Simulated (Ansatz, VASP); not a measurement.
GaP in VASP and in Ansatz

```
CELL_PARAMETERS angstrom
0.00000 2.72581 2.72581
2.72581 0.00000 2.72581
2.72581 2.72581 0.00000
ATOMIC_POSITIONS crystal
Ga 0.00000 0.00000 0.00000
P 0.75000 0.75000 0.75000
```

Alike in both runs: task relaxation of cell and atoms; functional LDA; k mesh 8 × 8 × 8; occupations gaussian, width 0.02 eV; no spin polarisation.

|  | VASP | Ansatz |
| --- | --- | --- |
| version | VASP 6.6.1 | Ansatz 0.2.0 |
| potentials or method | VASP PAW LDA potentials, release 64 (Ga_d, P), cutoff 600 eV | scalar-relativistic, plane waves, PAW |
| valence electrons in the cell | 18 | 18 |

|  | VASP | Ansatz | Ansatz less VASP |
| --- | --- | --- | --- |
| gap on the k mesh at the Fermi level, each at its own relaxed structure (eV) | 1.43 | 1.43 | -0.002 |
| relaxed volume (Å³/atom) | 19.61 | 19.59 | -0.022 |
| relaxed cell length with the largest relative difference (Å) | 3.814 | 3.812 | -0.0014 |

Ansatz warns that its potentials were made for another functional, while VASP's fit it. LDA's correlation is that of Perdew and Zunger in VASP and of Perdew and Wang (1992) in Ansatz.
